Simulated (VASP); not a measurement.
# WS2: single point with PBE+D3(BJ)

WS2:

```
W S
1.0
    -3.15421    0.00000    0.00000
    -1.57710   -2.73162    0.00000
     0.00000    0.00000   14.13991
W S
2 4
Direct
  0.33333 0.33333 0.21464
  0.66667 0.66667 0.64392
  0.33333 0.33333 0.53255
  0.66667 0.66667 0.10327
  0.33333 0.33333 0.75528
  0.66667 0.66667 0.32600
```

| Quantity | Value |
| --- | --- |
| Program | VASP 6.6.1 |
| Task | single point |
| Functional | PBE |
| Dispersion | D3(BJ) |
| Potentials or basis | VASP PAW PBE potentials, release 64 (W_sv, S) |
| Cutoff | 520 eV |
| k mesh | 10 × 10 × 3 |
| Occupations | gaussian, width 0.05 eV |
| Spin | no spin polarisation |

```
Pressure                   : 0.0 GPa
Largest force              : 0.092 eV/Å
Band gap on the k mesh     : 1.38 eV, indirect (least direct gap 2.21 eV)
Dispersion energy per atom : -0.388 eV
```

Forces on the atoms (eV/Å):
```
W    0.000  0.000  0.008
W    0.000  0.000 -0.008
S    0.000  0.000 -0.013
S    0.000  0.000 -0.092
S    0.000  0.000  0.092
S    0.000  0.000  0.013
```

Stress tensor (GPa, compression positive):
```
 0.17  0.00  0.00
 0.00  0.17  0.00
 0.00  0.00 -0.28
```

Levels at points of the mesh, in eV from the valence-band top:
```tsv
k point	band 24	band 25	band 26	band 27	band 28	band 29
(0.00, 0.00, 0.00)	-1.97	-0.85	0.00	2.48	2.48	2.50
(0.50, 0.00, 0.00)	-1.60	-1.47	-1.37	2.52	2.55	2.85
```

Run time: 2.2 min on 1 thread of Intel Xeon 6975P-C (shared host), peak memory 0.31 GiB.

Caveat: spin-orbit coupling is left out, which moves the levels of the heavy elements. A k mesh can miss the band edges.
